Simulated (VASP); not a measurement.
# Ge in VASP: a series of runs

Ge is run at these levels: PBE+D3(BJ); tasks: single point.

Everything below comes from runs of VASP 6.6.1. Logs are shortened: lines on timing, memory, paths and dates and some standing lists are left out, and cuts for length are marked.

## (1) The cell of the first run

The cell holds a slab with vacuum, 4 atoms: a = 4.023 Å, b = 4.023 Å, c = 18.869 Å, α = 90.00°, β = 90.00°, γ = 120.00°.

## (2) Single point, PBE+D3(BJ) (layers slid over each other)

INCAR

```
PREC = Accurate ; ENCUT = 520
EDIFF = 1E-6 ; ISMEAR = 0
SIGMA = 0.1 ; LREAL = False
LASPH = True ; NELM = 80
ALGO = Normal ; ISIF = 2
LWAVE = False ; LCHARG = False
LDIPOL = True ; IDIPOL = 3
DIPOL = 0.5 0.5 0.381 ; GGA = PE
IVDW = 12 ; NBANDS = 36
```

KPOINTS

```
regular mesh
0
Gamma
  9 9 1
```

POSCAR

```
Ge
1.0
    4.0226895460      0.0000000000      0.0000000000
   -2.0113447730      3.4837513384      0.0000000000
    0.0000000000      0.0000000000     18.8685220369
Ge
4
Direct
    0.3333333333      0.6666666667      0.2747571330
    0.6666666667      0.3333333333      0.2384924474
    0.5555555556      0.4444444444      0.5240750716
    0.8888888889      0.1111111111      0.4878103860
```

Potentials or basis: VASP PAW PBE potentials, release 64 (Ge_d).

Launch:

```bash
> cat potpaw_PBE.64/Ge_d/POTCAR > POTCAR
> mpirun -np 1 vasp_std > vasp.out
```

OUTCAR:

```text
PREC = Accurate
   ENCUT = 520
   EDIFF = 1E-6
   ISMEAR = 0
   LREAL = False
   LASPH = True
   NELM = 80
   ISIF = 2
   GGA = PE
   IVDW = 12
 IVDW          = 12

 ion  position               nearest neighbor table
   1  0.333  0.667  0.275-   2 2.42   2 2.42   2 2.42
   2  0.667  0.333  0.238-   1 2.42   1 2.42   1 2.42
   3  0.556  0.444  0.524-   4 2.42   4 2.42   4 2.42
   4  0.889  0.111  0.488-   3 2.42   3 2.42   3 2.42

  LATTYP: Found a hexagonal cell.
 ALAT       =     4.0226895460
 C/A-ratio  =     4.6905240440

  Lattice vectors:

 A1 = (   4.0226895460,   0.0000000000,   0.0000000000)
 A2 = (  -2.0113447730,   3.4837513384,   0.0000000000)
 A3 = (   0.0000000000,   0.0000000000,  18.8685220369)

Analysis of symmetry for initial positions (statically):
=====================================================================
 Subroutine PRICEL returns:
 Original cell was already a primitive cell.

 Routine SETGRP: Setting up the symmetry group for a
 hexagonal supercell.

 Subroutine GETGRP returns: Found  4 space group operations
 (whereof  2 operations were pure point group operations)
 out of a pool of 24 trial point group operations.

The static configuration has the point symmetry C_1h.
 The point group associated with its full space group is C_2h.

Analysis of symmetry for dynamics (positions and initial velocities):
=====================================================================
 Subroutine PRICEL returns:
 Original cell was already a primitive cell.

 Routine SETGRP: Setting up the symmetry group for a
 hexagonal supercell.

 Subroutine GETGRP returns: Found  4 space group operations
 (whereof  2 operations were pure point group operations)
 out of a pool of 24 trial point group operations.

The dynamic configuration has the point symmetry C_1h.
 The point group associated with its full space group is C_2h.

 Subroutine INISYM returns: Found  4 space group operations
 (whereof  2 operations are pure point group operations),
 and found     1 'primitive' translations

----------------------------------------------------------------------------------------

                                     Primitive cell

  volume of cell :     264.4244

  direct lattice vectors                    reciprocal lattice vectors
     4.022689546  0.000000000  0.000000000     0.248589902  0.143523447  0.000000000
    -2.011344773  3.483751338  0.000000000     0.000000000  0.287046894  0.000000000
     0.000000000  0.000000000 18.868522037     0.000000000  0.000000000  0.052998322

  length of vectors
     4.022689546  4.022689546 18.868522037     0.287046894  0.287046894  0.052998322

  position of ions in fractional coordinates (direct lattice)
     0.333333333  0.666666667  0.274757133
     0.666666667  0.333333333  0.238492447
     0.555555556  0.444444444  0.524075072
     0.888888889  0.111111111  0.487810386

  ion indices of the primitive-cell ions
   primitive index   ion index
                 1           1
                 2           2
                 3           3
                 4           4

----------------------------------------------------------------------------------------

 KPOINTS: regular mesh

Automatic generation of k-mesh.
 Grid dimensions read from file:
 generate k-points for:    9    9    1

 Generating k-lattice:

  Cartesian coordinates                     Fractional coordinates (reciprocal lattice)
     0.027621100  0.015947050  0.000000000     0.111111111  0.000000000  0.000000000
     0.000000000  0.031894099  0.000000000     0.000000000  0.111111111  0.000000000
     0.000000000  0.000000000  0.052998322     0.000000000  0.000000000  1.000000000

  Length of vectors
     0.031894099  0.031894099  0.052998322

  Shift w.r.t. Gamma in fractional coordinates (k-lattice)
     0.000000000  0.000000000  0.000000000

 Subroutine IBZKPT returns following result:
 ===========================================

 Found     25 irreducible k-points:

 Following reciprocal coordinates:
            Coordinates               Weight
  0.000000  0.000000  0.000000      1.000000
  0.111111  0.000000  0.000000      4.000000
 -0.111111  0.111111  0.000000      2.000000
  0.222222  0.000000  0.000000      4.000000
 -0.222222  0.222222  0.000000      2.000000
  0.333333  0.000000  0.000000      4.000000
[... 16 lines left out ...]
 -0.222222 -0.444444  0.000000      4.000000
  0.444444  0.333333  0.000000      4.000000
   k-points           NKPTS =     25   k-points in BZ     NKDIM =     25   number of bands    NBANDS=     36
   number of dos      NEDOS =    301   number of ions     NIONS =      4
   total plane-waves  NPLWV = 126000
   dimension x,y,z NGX =    30 NGY =   30 NGZ =  140
   dimension x,y,z NGXF=    60 NGYF=   60 NGZF=  280
   ions per type =               4
   NGX,Y,Z   is equivalent  to a cutoff of  12.40, 12.40, 12.34 a.u.
   NGXF,Y,Z  is equivalent  to a cutoff of  24.80, 24.80, 24.67 a.u.
 SYSTEM =  unknown system
   PREC   = accura    normal or accurate (medium, high low for compatibility)
   ISTART =      0    job   : 0-new  1-cont  2-samecut
   ICHARG =      2    charge: 1-file 2-atom 10-const
   ISPIN  =      1    spin polarized calculation?
   LNONCOLLINEAR =      F non collinear calculations
   LSORBIT =      F    spin-orbit coupling
   LASPH  =      T    aspherical Exc in radial PAW
   ENCUT  =  520.0 eV  38.22 Ry    6.18 a.u.   7.48  7.48 35.08*2*pi/ulx,y,z
   NELM   =     80;   NELMIN=  2; NELMDL= -5     # of ELM steps
   EDIFF  = 0.1E-05   stopping-criterion for ELM
   LREAL  =      F    real-space projection
   EDIFFG = 0.1E-04   stopping-criterion for IOM
   NSW    =      0    number of steps for IOM
   IBRION =     -1    ionic relax: 0-MD 1-quasi-New 2-CG
   NFREE  =      0    steps in history (QN), initial steepest desc. (CG)
   ISIF   =      2    stress and relaxation
   ISYM   =      2    0-nonsym 1-usesym 2-fastsym
   POTIM  = 0.5000    time-step for ionic-motion
   TEBEG  =    0.0;   TEEND  =   0.0 temperature during run
   PSTRESS=    0.0 pullay stress
   NELECT =      56.0000    total number of electrons
   NUPDOWN=      -1.0000    fix difference up-down
   EMIN   =  10.00;   EMAX   =-10.00  energy-range for DOS
   EFERMI =   0.00;   METHOD = LEGACY
   ISMEAR =     0;   SIGMA  =   0.10  broadening in eV -4-tet -1-fermi 0-gaus
   EFERMI_NEDOS =   21; number of points for ismear=-14 and -15
   IALGO  =     38    algorithm
   IMIX   =      4    mixing-type and parameters
     AMIX     =   0.40;   BMIX     =  1.00
     AMIX_MAG =   1.60;   BMIX_MAG =  1.00
  volume/ion in A,a.u.               =      66.11       446.11
  Fermi-wavevector in a.u.,A,eV,Ry     =   0.975821  1.844035 12.955840  0.952227
  Thomas-Fermi vector in A             =   2.106391
   LORBIT       =      0    0 simple, 1 ext, 2 COOP (PROOUT), +10 PAW based schemes
   GGA     = PE    functional components
   LHFCALC =     F    Hartree Fock is set to
   AEXX    =    0.0000 exact exchange contribution
   IVDW    =    12    specifies the selected vdW correction
   LEPSILON=     F    determine dielectric tensor
   LRPA    =     F    only Hartree local field effects (RPA)
 non-spin polarized calculation
 Gauss-broadening in eV      SIGMA  =   0.10
  energy-cutoff  :      520.00
  volume of cell :      264.42
 maximum number of plane-waves:      7165
 NGX is ok and might be reduce to    30
   NGX = 15   NGY = 15   NGZ = 71

 dipolmoment           0.000000      0.000000      0.000143 electrons x Angstroem

 number of electron      56.0000004 magnetization

 dipolmoment           0.000000      0.000000     -0.000006 electrons x Angstroem

 Free energy of the ion-electron system (eV)
  ---------------------------------------------------
  ext. energy  EPLUGINS =         0.00000000
  ---------------------------------------------------
  free energy    TOTEN  =       -16.17958581 eV

  energy without entropy =      -16.17943256  energy(sigma->0) =      -16.17950918

 E-fermi :  -1.3539     XC(G=0):  -4.4354

 val. band max:       -1.5354890408   @ k =   0.3333   0.3333   0.0000
 cond. band min:      -1.1696827407   @ k =   0.3333   0.3333   0.0000
 fundamental gap:      0.3658063001
 Fermi energy:        -1.3538708194

 k-point     1 :       0.0000    0.0000    0.0000
  band No.  band energies     occupation
      1     -25.8501      2.00000
      2     -25.8500      2.00000
      3     -25.8500      2.00000
      4     -25.8499      2.00000
      5     -25.7998      2.00000
      6     -25.7997      2.00000
[... 28 lines left out ...]
     35       2.5901      0.00000
     36       2.6054      0.00000

 k-point     2 :       0.1111    0.0000    0.0000
  band No.  band energies     occupation
      1     -25.8566      2.00000
      2     -25.8565      2.00000
      3     -25.8547      2.00000
      4     -25.8547      2.00000
      5     -25.8118      2.00000
      6     -25.8116      2.00000
[... 28 lines left out ...]
     35       3.0432      0.00000
     36       3.0924      0.00000

 k-point     3 :      -0.1111    0.1111    0.0000
  band No.  band energies     occupation
      1     -25.8565      2.00000
      2     -25.8564      2.00000
      3     -25.8548      2.00000
      4     -25.8547      2.00000
      5     -25.8117      2.00000
      6     -25.8115      2.00000
[... 28 lines left out ...]
     35       3.0197      0.00000
     36       3.0932      0.00000
[... 742 lines left out ...]
 k-point    23 :      -0.2222   -0.4444    0.0000
  band No.  band energies     occupation
      1     -25.8890      2.00000
      2     -25.8890      2.00000
      3     -25.8597      2.00000
      4     -25.8596      2.00000
      5     -25.8523      2.00000
      6     -25.8521      2.00000
[... 28 lines left out ...]
     35       4.3134      0.00000
     36       5.2162      0.00000

 k-point    24 :       0.4444    0.3333    0.0000
  band No.  band energies     occupation
      1     -25.8890      2.00000
      2     -25.8890      2.00000
      3     -25.8596      2.00000
      4     -25.8596      2.00000
      5     -25.8523      2.00000
      6     -25.8521      2.00000
[... 28 lines left out ...]
     35       4.3517      0.00000
     36       5.2401      0.00000

 [... further k-points ...]

------------------------ aborting loop because EDIFF is reached ----------------------------------------

 vacuum level on the upper side and lower side of the slab       (xc-potential included)        -0.177        -0.179

 Edisp (eV)   -0.78557

 E8    (eV) :    -0.3601

  FORCE on cell =-STRESS in cart. coord.  units (eV):
  Direction    XX          YY          ZZ          XY          YZ          ZX
  --------------------------------------------------------------------------------------
  -------------------------------------------------------------------------------------
  Total      -0.21309    -0.24337    -0.68143    -0.02622     0.00430    -0.00745
  in kB      -1.29113    -1.47458    -4.12886    -0.15887     0.02607    -0.04515
  external pressure =       -2.30 kB  Pullay stress =        0.00 kB

 VOLUME and BASIS-vectors are now :
 -----------------------------------------------------------------------------
  energy-cutoff  :      520.00
  volume of cell :      264.42
      direct lattice vectors                 reciprocal lattice vectors
     4.022689546  0.000000000  0.000000000     0.248589902  0.143523447  0.000000000
    -2.011344773  3.483751338  0.000000000     0.000000000  0.287046894  0.000000000
     0.000000000  0.000000000 18.868522037     0.000000000  0.000000000  0.052998322

 POSITION                                       TOTAL-FORCE (eV/Angst)
 -----------------------------------------------------------------------------------
     -0.00000      2.32250      5.18426         0.010469     -0.006044      0.123319
      2.01134      1.16125      4.50000        -0.006404      0.003697      0.025922
      1.34090      1.54833      9.88852         0.006404     -0.003697     -0.025922
      3.35224      0.38708      9.20426        -0.010469      0.006044     -0.123319
 -----------------------------------------------------------------------------------
    total drift:                                0.000004     -0.000004      0.000190

  FREE ENERGIE OF THE ION-ELECTRON SYSTEM (eV)
  ---------------------------------------------------
  free  energy   TOTEN  =       -16.9651578899 eV

  energy  without entropy=      -16.9650046402  energy(sigma->0) =      -16.96508127

 vacuum level on the upper side and lower side of the slab         3.019         3.019
```

Run time: 6.8 min. Hardware: 1 thread of Intel Xeon 8259CL, shared host; peak memory 0.45 GiB.

What came out:

| Item | Value |
| --- | --- |
| Free energy | -16.9652 eV |
| Largest force | 0.124 eV/Å |
| Band gap on the k mesh | 0.37 eV |
| Dispersion energy per atom | -0.196 eV |

Forces on the atoms (eV/Å):
```
Ge   0.010 -0.006  0.123
Ge  -0.006  0.004  0.026
Ge   0.006 -0.004 -0.026
Ge  -0.010  0.006 -0.123
```

Caveat: the cell differs from its parent crystal (layers slid over each other).

## (3) Single point, PBE+D3(BJ) (layers slid over each other)

INCAR

```
PREC = Accurate ; ENCUT = 520
EDIFF = 1E-6 ; ISMEAR = 0
SIGMA = 0.1 ; LREAL = F
LASPH = T ; NELM = 80
ALGO = Normal ; ISIF = 2
LWAVE = F ; LCHARG = F
LDIPOL = T ; IDIPOL = 3
DIPOL = 0.5 0.5 0.399 ; GGA = PE
IVDW = 12 ; NBANDS = 36
```

KPOINTS is that of step 2.

Edit POSCAR of step 2 so:

```diff
@@ -10,3 +10,3 @@
     0.6666666667      0.3333333333      0.2384924474
-    0.5555555556      0.4444444444      0.5240750716
-    0.8888888889      0.1111111111      0.4878103860
+    0.5555555556      0.4444444444      0.5601139303
+    0.8888888889      0.1111111111      0.5238492447
```

Potentials or basis: VASP PAW PBE potentials, release 64 (Ge_d).

Launch:

```bash
> cat potpaw_PBE.64/Ge_d/POTCAR > POTCAR
> mpirun -np 1 vasp_std > vasp.out
```

It took 6.8 min on 1 thread of Intel Xeon 8259CL, shared host; peak memory 0.46 GiB.

It converged, with:

```yaml
Free_energy: -16.8821 eV
Largest_force: 0.072 eV/Å
Band_gap_on_the_k_mesh: 0.16 eV
Dispersion_energy_per_atom: -0.180 eV
```

Forces on the atoms (eV/Å):
```
Ge   0.004 -0.002  0.072
Ge  -0.001  0.001  0.021
Ge   0.001 -0.001 -0.021
Ge  -0.004  0.002 -0.072
```

Levels at points of the mesh, in eV from the valence-band top:
```
           k point  band 24  band 25  band 26  band 27  band 28  band 29  band 30  band 31  band 32  band 33
(0.00, 0.00, 0.00)    -3.32    -0.37    -0.37    -0.36    -0.36     0.61     0.71     2.07     3.04     3.98
```

Caveat: the cell differs from its parent crystal (layers slid over each other).
